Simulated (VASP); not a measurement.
Runs of VASP 6.6.1 on BN. The typed cell holds 2 atoms: a = 2.508 Å, b = 2.508 Å, c = 3.274 Å, α = 101.11°, β = 101.11°, γ = 119.81°. 

```tsv
k mesh	gap on the mesh (eV)	pressure (GPa)	largest force (eV/Å)
6 × 6 × 6	3.45	1.2	2.73
4 × 4 × 4	3.45	1.1	2.77
9 × 9 × 9	(b)	1.2	2.73
7 × 7 × 7	3.65	1.2	2.73
5 × 5 × 5	3.85	1.2	(a)
```

Alike in all rows: task single point; level r2SCAN; potentials or basis VASP PAW PBE potentials, release 64 (B, N); no spin polarisation; cell as given; cutoff (eV) 520; smearing methfessel-paxton 0.05 eV.

Fill in the values left out.

(a) 2.74; (b) 3.47.

Caveats: some runs use coarse meshes; the PAW data sets were made with another functional, which shifts forces and pressure a little.

A k mesh can miss the band edges.
